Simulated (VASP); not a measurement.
# Al2Cu in VASP: notebook

Al2Cu is run at these levels: LDA; tasks: single point.

Program: VASP 6.6.1. These are calculated values, not measurements. Logs are shortened: lines on timing, memory, paths and dates and some standing lists are left out, and cuts for length are marked.

## (1) The cell of the first run

The structure is tetragonal, space group I4/mmm (No. 139). The conventional cell has a = 4.196 Å, b = 4.196 Å, c = 5.954 Å, α = 90.00°, β = 90.00°, γ = 90.00°. Al (site symmetry -4m2) has 4 Cu at 2.57 Å and 6 Al at 2.97 to 2.98 Å within 3.4 Å. Within 3.4 Å of Cu (site symmetry 4/mmm) lie 8 Al at 2.57 Å.

## (2) Single point, LDA

File INCAR:

```
SYSTEM = Al2Cu
PREC = Accurate
ENCUT = 520
EDIFF = 1E-7
ISMEAR = 0
SIGMA = 0.15
LREAL = .False.
LASPH = .True.
NELM = 60
ALGO = Fast
ISIF = 2
LWAVE = .False.
LCHARG = .False.
NBANDS = 16
```

File KPOINTS:

```
Automatic mesh
0
Gamma
  14 14 14
  0 0 0
```

File POSCAR:

```
Al2Cu
1.0
   -2.0982333072      2.0982333072      2.9768500000
    2.0982333072     -2.0982333072      2.9768500000
    2.0982333072      2.0982333072     -2.9768500000
Al Cu
2 1
Direct
    0.7500000000      0.2500000000      0.5000000000
    0.2500000000      0.7500000000      0.5000000000
    0.5000000000      0.5000000000      0.0000000000
```

Potentials or basis: VASP PAW LDA potentials, release 64 (Al, Cu).

Command:

```sh
> cat potpaw_LDA.64/Al/POTCAR potpaw_LDA.64/Cu/POTCAR > POTCAR
> mpirun -np 1 vasp_std > vasp.out
```

OUTCAR:

```text
SYSTEM = Al2Cu
   PREC = Accurate
   ENCUT = 520
   EDIFF = 1E-7
   ISMEAR = 0
   LREAL = .False.
   LASPH = .True.
   NELM = 60
   ISIF = 2

 ion  position               nearest neighbor table
   1  0.750  0.250  0.500-   3 2.57   3 2.57   3 2.57   3 2.57   2 2.97   2 2.97   2 2.97   2 2.97
                             2 2.98   2 2.98
   2  0.250  0.750  0.500-   3 2.57   3 2.57   3 2.57   3 2.57   1 2.97   1 2.97   1 2.97   1 2.97
                             1 2.98   1 2.98
   3  0.500  0.500  0.000-   2 2.57   1 2.57   1 2.57   2 2.57   1 2.57   2 2.57   2 2.57   1 2.57

  LATTYP: Found a body centered tetragonal cell.
 ALAT       =     4.1964666144
 C/A-ratio  =     1.4187411809

  Lattice vectors:

 A1 = (  -2.0982333072,   2.0982333072,   2.9768500000)
 A2 = (   2.0982333072,  -2.0982333072,   2.9768500000)
 A3 = (   2.0982333072,   2.0982333072,  -2.9768500000)

Analysis of symmetry for initial positions (statically):
=====================================================================
 Subroutine PRICEL returns:
 Original cell was already a primitive cell.

 Routine SETGRP: Setting up the symmetry group for a
 body centered tetragonal supercell.

 Subroutine GETGRP returns: Found 16 space group operations
 (whereof 16 operations were pure point group operations)
 out of a pool of 16 trial point group operations.

The static configuration has the point symmetry D_4h.

Analysis of symmetry for dynamics (positions and initial velocities):
=====================================================================
 Subroutine PRICEL returns:
 Original cell was already a primitive cell.

 Routine SETGRP: Setting up the symmetry group for a
 body centered tetragonal supercell.

 Subroutine GETGRP returns: Found 16 space group operations
 (whereof 16 operations were pure point group operations)
 out of a pool of 16 trial point group operations.

The dynamic configuration has the point symmetry D_4h.

 Subroutine INISYM returns: Found 16 space group operations
 (whereof 16 operations are pure point group operations),
 and found     1 'primitive' translations

----------------------------------------------------------------------------------------

                                     Primitive cell

  volume of cell :      52.4233

  direct lattice vectors                    reciprocal lattice vectors
    -2.098233307  2.098233307  2.976850000     0.000000000  0.238295712  0.167962779
     2.098233307 -2.098233307  2.976850000     0.238295712  0.000000000  0.167962779
     2.098233307  2.098233307 -2.976850000     0.238295712  0.238295712  0.000000000

  length of vectors
     4.203189497  4.203189497  4.203189497     0.291541321  0.291541321  0.337001028

  position of ions in fractional coordinates (direct lattice)
     0.750000000  0.250000000  0.500000000
     0.250000000  0.750000000  0.500000000
     0.500000000  0.500000000  0.000000000

  ion indices of the primitive-cell ions
   primitive index   ion index
                 1           1
                 2           2
                 3           3

----------------------------------------------------------------------------------------

 KPOINTS: Automatic mesh

Automatic generation of k-mesh.
 Grid dimensions read from file:
 generate k-points for:   14   14   14

 Generating k-lattice:

  Cartesian coordinates                     Fractional coordinates (reciprocal lattice)
     0.000000000  0.017021122  0.011997341     0.071428571 -0.000000000  0.000000000
     0.017021122  0.000000000  0.011997341    -0.000000000  0.071428571  0.000000000
     0.017021122  0.017021122  0.000000000     0.000000000  0.000000000  0.071428571

  Length of vectors
     0.020824380  0.020824380  0.024071502

  Shift w.r.t. Gamma in fractional coordinates (k-lattice)
     0.000000000  0.000000000  0.000000000

 Subroutine IBZKPT returns following result:
 ===========================================

 Found    244 irreducible k-points:

 Following reciprocal coordinates:
            Coordinates               Weight
  0.000000  0.000000  0.000000      1.000000
  0.071429 -0.000000  0.000000      8.000000
  0.142857 -0.000000  0.000000      8.000000
  0.214286 -0.000000  0.000000      8.000000
  0.285714 -0.000000  0.000000      8.000000
  0.357143  0.000000  0.000000      8.000000
[... 16 lines left out ...]
  0.214286  0.142857  0.000000     16.000000
  0.285714  0.142857  0.000000     16.000000
 [... further k-points ...]
   k-points           NKPTS =    244   k-points in BZ     NKDIM =    244   number of bands    NBANDS=     16
   number of dos      NEDOS =    301   number of ions     NIONS =      3
   total plane-waves  NPLWV =  32768
   dimension x,y,z NGX =    32 NGY =   32 NGZ =   32
   dimension x,y,z NGXF=    64 NGYF=   64 NGZF=   64
   ions per type =               2   1
   NGX,Y,Z   is equivalent  to a cutoff of  12.66, 12.66, 12.66 a.u.
   NGXF,Y,Z  is equivalent  to a cutoff of  25.31, 25.31, 25.31 a.u.
 SYSTEM =  Al2Cu
   PREC   = accura    normal or accurate (medium, high low for compatibility)
   ISTART =      0    job   : 0-new  1-cont  2-samecut
   ICHARG =      2    charge: 1-file 2-atom 10-const
   ISPIN  =      1    spin polarized calculation?
   LNONCOLLINEAR =      F non collinear calculations
   LSORBIT =      F    spin-orbit coupling
   LASPH  =      T    aspherical Exc in radial PAW
   ENCUT  =  520.0 eV  38.22 Ry    6.18 a.u.   7.82  7.82  7.82*2*pi/ulx,y,z
   NELM   =     60;   NELMIN=  2; NELMDL= -5     # of ELM steps
   EDIFF  = 0.1E-06   stopping-criterion for ELM
   LREAL  =      F    real-space projection
   EDIFFG = 0.1E-05   stopping-criterion for IOM
   NSW    =      0    number of steps for IOM
   IBRION =     -1    ionic relax: 0-MD 1-quasi-New 2-CG
   NFREE  =      0    steps in history (QN), initial steepest desc. (CG)
   ISIF   =      2    stress and relaxation
   ISYM   =      2    0-nonsym 1-usesym 2-fastsym
   POTIM  = 0.5000    time-step for ionic-motion
   TEBEG  =    0.0;   TEEND  =   0.0 temperature during run
   PSTRESS=    0.0 pullay stress
   NELECT =      17.0000    total number of electrons
   NUPDOWN=      -1.0000    fix difference up-down
   EMIN   =  10.00;   EMAX   =-10.00  energy-range for DOS
   EFERMI =   0.00;   METHOD = LEGACY
   ISMEAR =     0;   SIGMA  =   0.15  broadening in eV -4-tet -1-fermi 0-gaus
   EFERMI_NEDOS =   21; number of points for ismear=-14 and -15
   IALGO  =     68    algorithm
   IMIX   =      4    mixing-type and parameters
     AMIX     =   0.40;   BMIX     =  1.00
     AMIX_MAG =   1.60;   BMIX_MAG =  1.00
  volume/ion in A,a.u.               =      17.47       117.92
  Fermi-wavevector in a.u.,A,eV,Ry     =   1.124734  2.125438 17.211717  1.265025
  Thomas-Fermi vector in A             =   2.261407
   LORBIT       =      0    0 simple, 1 ext, 2 COOP (PROOUT), +10 PAW based schemes
   GGA     = CA    functional components
   LHFCALC =     F    Hartree Fock is set to
   AEXX    =    0.0000 exact exchange contribution
   IVDW    =     0    specifies the selected vdW correction
   LEPSILON=     F    determine dielectric tensor
   LRPA    =     F    only Hartree local field effects (RPA)
 non-spin polarized calculation
 RMM-DIIS sequential band-by-band and
 Gauss-broadening in eV      SIGMA  =   0.15
  energy-cutoff  :      520.00
  volume of cell :       52.42
 maximum number of plane-waves:      1425
   NGX = 15   NGY = 15   NGZ = 15

 number of electron      16.9999995 magnetization

 Free energy of the ion-electron system (eV)
  ---------------------------------------------------
  ext. energy  EPLUGINS =         0.00000000
  ---------------------------------------------------
  free energy    TOTEN  =       -13.44594449 eV

  energy without entropy =      -13.43390020  energy(sigma->0) =      -13.43992235

 E-fermi :   5.9211     XC(G=0): -10.2774

 val. band max:        5.9204820307   @ k =  -0.1429   0.5000   0.0714
 cond. band min:       5.9468472259   @ k =  -0.2857   0.1429  -0.0000
 fundamental gap:      0.0263651952
 Fermi energy:         5.9210679188

 k-point     1 :       0.0000    0.0000    0.0000
  band No.  band energies     occupation
      1      -3.6953      2.00000
      2       1.6552      2.00000
      3       1.6552      2.00000
      4       1.6580      2.00000
      5       2.1691      2.00000
      6       2.1731      2.00000
[... 8 lines left out ...]
     15      12.4339      0.00000
     16      12.4339      0.00000

 k-point     2 :       0.0714   -0.0000    0.0000
  band No.  band energies     occupation
      1      -3.6315      2.00000
      2       1.6333      2.00000
      3       1.6648      2.00000
      4       1.6666      2.00000
      5       2.1667      2.00000
      6       2.1707      2.00000
[... 8 lines left out ...]
     15      11.8646      0.00000
     16      12.2492      0.00000

 k-point     3 :       0.1429   -0.0000    0.0000
  band No.  band energies     occupation
      1      -3.4409      2.00000
      2       1.5643      2.00000
      3       1.6909      2.00000
      4       1.6925      2.00000
      5       2.1619      2.00000
      6       2.1656      2.00000
[... 8 lines left out ...]
     15      11.3564      0.00000
     16      11.9764      0.00000

 k-point     4 :       0.2143   -0.0000    0.0000
  band No.  band energies     occupation
      1      -3.1258      2.00000
      2       1.4411      2.00000
      3       1.7259      2.00000
      4       1.7270      2.00000
      5       2.1602      2.00000
      6       2.1634      2.00000
[... 8 lines left out ...]
     15      11.5763      0.00000
     16      12.4112      0.00000
[... 324 lines left out ...]
 k-point    22 :       0.1429    0.1429    0.0000
  band No.  band energies     occupation
      1      -3.0212      2.00000
      2       1.4316      2.00000
      3       1.7189      2.00000
      4       1.7534      2.00000
      5       2.1207      2.00000
      6       2.1927      2.00000
[... 8 lines left out ...]
     15      12.6357      0.00000
     16      13.9541      0.00000

 k-point    23 :       0.2143    0.1429    0.0000
  band No.  band energies     occupation
      1      -2.6280      2.00000
      2       1.2918      2.00000
      3       1.7320      2.00000
      4       1.7974      2.00000
      5       2.1103      2.00000
      6       2.2067      2.00000
[... 8 lines left out ...]
     15      12.7409      0.00000
     16      15.0062      0.00000

 k-point    24 :       0.2857    0.1429    0.0000
  band No.  band energies     occupation
      1      -2.1225      2.00000
      2       1.0369      2.00000
      3       1.7386      2.00000
      4       1.8318      2.00000
      5       2.1206      2.00000
      6       2.2162      2.00000
[... 8 lines left out ...]
     15      12.5101      0.00000
     16      15.9172      0.00000

 [... further k-points ...]

------------------------ aborting loop because EDIFF is reached ----------------------------------------

  FORCE on cell =-STRESS in cart. coord.  units (eV):
  Direction    XX          YY          ZZ          XY          YZ          ZX
  --------------------------------------------------------------------------------------
  -------------------------------------------------------------------------------------
  Total       -3.5741345     -3.5741345     -3.6412159      0.0000000     -0.0000000      0.0000000
  in kB     -109.2337838   -109.2337838   -111.2839450      0.0000000     -0.0000000      0.0000000
  external PRESSURE =    -109.9171709 kB  Pullay stress =       0.0000000 kB

 VOLUME and BASIS-vectors are now :
 -----------------------------------------------------------------------------
  energy-cutoff  :      520.00
  volume of cell :       52.42
      direct lattice vectors                 reciprocal lattice vectors
    -2.098233307  2.098233307  2.976850000     0.000000000  0.238295712  0.167962779
     2.098233307 -2.098233307  2.976850000     0.238295712  0.000000000  0.167962779
     2.098233307  2.098233307 -2.976850000     0.238295712  0.238295712  0.000000000

 POSITION                                       TOTAL-FORCE (eV/Angst)
 -----------------------------------------------------------------------------------
      0.00000      2.09823      1.48843        -0.000000     -0.000000     -0.000000
      2.09823      0.00000      1.48843         0.000000      0.000000      0.000000
      0.00000      0.00000      2.97685        -0.000000     -0.000000     -0.000000
 -----------------------------------------------------------------------------------
    total drift:                               -0.000000      0.000000     -0.000000

  FREE ENERGIE OF THE ION-ELECTRON SYSTEM (eV)
  ---------------------------------------------------
  free  energy   TOTEN  =       -13.4459444903 eV

  energy  without entropy=      -13.4339002043  energy(sigma->0) =      -13.43992235
```

It took 6.7 min on 1 thread of Intel Xeon 8259CL, shared host; peak memory 0.31 GiB.

What came out:

```
Free energy            : -13.4459 eV
Pressure               : -11.0 GPa
Band gap on the k mesh : zero (an odd number of electrons rules out a gap without spin polarisation)
```

Levels at points of the mesh, in eV from the Fermi level:
```csv
k point,band 7,band 8,band 9,band 10,band 11,band 12
"(0.00, 0.00, 0.00)",2.61,2.61,2.64,2.88,2.90,2.90
"(0.50, 0.00, 0.00)",-3.70,0.61,0.64,2.74,2.76,3.06
"(0.50, 0.50, 0.00)",-3.52,-1.80,-1.78,-0.09,1.58,8.78
"(0.50, 0.50, 0.50)",-3.53,-1.77,-1.77,-0.06,1.60,8.78
```

Caveat: the cell stands under tension.

## (3) Single point, LDA

This run uses another cell than the first one, of 18.26 Å³/atom.

File INCAR:

```
SYSTEM = Al2Cu
PREC = Accurate ; ENCUT = 520
EDIFF = 1E-6 ; ISMEAR = 0
SIGMA = 0.15 ; LREAL = .FALSE.
LASPH = .TRUE. ; NELM = 100
ALGO = Fast ; ISIF = 2
LWAVE = .FALSE. ; LCHARG = .FALSE.
GGA = CA ; NBANDS = 16
```

File KPOINTS:

```
regular mesh
0
G
  14 14 14
  0 0 0
```

File POSCAR:

```
Al2Cu
1.0
   -2.1450084207      2.1450084207      2.9768500000
    2.1450084207     -2.1450084207      2.9768500000
    2.1450084207      2.1450084207     -2.9768500000
Al Cu
2 1
Direct
    0.7500000000      0.2500000000      0.5000000000
    0.2500000000      0.7500000000      0.5000000000
    0.5000000000      0.5000000000      0.0000000000
```

Potentials or basis: VASP PAW LDA potentials, release 64 (Al, Cu).

Command:

```sh
> cat potpaw_LDA.64/Al/POTCAR potpaw_LDA.64/Cu/POTCAR > POTCAR
> mpirun -np 1 vasp_std > vasp.out
```

It took 6.2 min on 1 thread of Intel Xeon 8259CL, shared host; peak memory 0.32 GiB.

It converged, with:

```yaml
Free_energy: -13.2660 eV
Pressure: -13.1 GPa
Band_gap_on_the_k_mesh: zero (an odd number of electrons rules out a gap without spin polarisation)
```

Stress tensor (GPa, compression positive):
```
-13.43   0.00   0.00
  0.00 -13.43   0.00
  0.00   0.00 -12.39
```

Levels at points of the mesh, in eV from the Fermi level:
```tsv
k point	band 5	band 6	band 7	band 8	band 9	band 10	band 11	band 12	band 13	band 14
(0.00, 0.00, 0.00)	-3.61	-3.59	2.38	2.57	2.57	2.70	2.84	2.84	2.98	6.13
(0.50, 0.00, 0.00)	-3.61	-3.56	-3.56	0.57	0.71	2.60	2.64	2.92	3.84	8.94
(0.50, 0.50, 0.00)	-3.67	-3.48	-3.41	-1.73	-1.60	-0.16	1.65	8.65	8.95	9.49
(0.50, 0.50, 0.50)	-3.68	-3.49	-3.37	-1.77	-1.77	-0.35	1.54	8.68	9.13	9.13
```

Caveat: the cell stands under tension.

## (4) Single point, LDA

This run uses another cell than the first one, of 15.19 Å³/atom.

File INCAR:

```
SYSTEM = Al2Cu
PREC = Accurate
ENCUT = 520
EDIFF = 1E-6
ISMEAR = 0
SIGMA = 0.15
LREAL = .False.
LASPH = .True.
NELM = 100
ALGO = Normal
ISIF = 2
LWAVE = .False.
LCHARG = .False.
GGA = CA
NBANDS = 16
```

File KPOINTS:

```
regular mesh
0
Gamma
  14 14 14
  0 0 0
```

File POSCAR:

```
Al2Cu
1.0
   -2.0046693320      2.0046693320      2.8351068677
    2.0046693320     -2.0046693320      2.8351068677
    2.0046693320      2.0046693320     -2.8351068677
Al Cu
2 1
Direct
    0.7500000000      0.2500000000      0.5000000000
    0.2500000000      0.7500000000      0.5000000000
    0.5000000000      0.5000000000      0.0000000000
```

Command:

```sh
> cat potpaw_LDA.64/Al/POTCAR potpaw_LDA.64/Cu/POTCAR > POTCAR
> mpirun -np 1 vasp_std > vasp.out
```

It took 5.9 min on 1 thread of Intel Xeon 8259CL, shared host; peak memory 0.29 GiB.

It converged, with:

* Free energy: -13.7076 eV
* Pressure: 0.3 GPa
* Band gap on the k mesh: zero (an odd number of electrons rules out a gap without spin polarisation)

Levels at points of the mesh, in eV from the Fermi level:
| k point | band 5 | band 6 | band 7 | band 8 | band 9 | band 10 | band 11 | band 12 | band 13 | band 14 |
| --- | --- | --- | --- | --- | --- | --- | --- | --- | --- | --- |
| (0.00, 0.00, 0.00) | -4.23 | -4.23 | 2.92 | 2.92 | 2.92 | 3.04 | 3.04 | 3.04 | 4.51 | 7.13 |
| (0.50, 0.00, 0.00) | -4.18 | -4.16 | -4.16 | 0.61 | 0.61 | 3.02 | 3.02 | 3.97 | 4.49 | 9.95 |
| (0.50, 0.50, 0.00) | -4.30 | -4.06 | -3.91 | -2.04 | -2.04 | 0.44 | 1.53 | 9.15 | 10.91 | 10.91 |
| (0.50, 0.50, 0.50) | -4.30 | -4.06 | -3.91 | -2.04 | -2.04 | 0.44 | 1.53 | 9.15 | 10.91 | 10.91 |

## (5) The runs side by side

```csv
cell,gap on the mesh (eV),pressure (GPa)
"a = 4.203 Å, angles 120.1, 120.1, 89.8°, 3 atoms",none,-11.0
"a = 4.250 Å, angles 119.4, 119.4, 91.1°, 3 atoms",none,-13.1
"a = 4.009 Å, angles 120.0, 120.0, 90.0°, 3 atoms",none,0.3
```

Alike in all rows: task single point; level LDA; potentials or basis VASP PAW LDA potentials, release 64 (Al, Cu); no spin polarisation; k mesh 14 × 14 × 14; cutoff (eV) 520; smearing gaussian 0.15 eV.

Caveats: the cell stands under tension (at least some runs).

Absolute energies hang on the potentials; compare differences alone.

The gap in the log of VASP goes by the Fermi energy; the results here count the filled bands.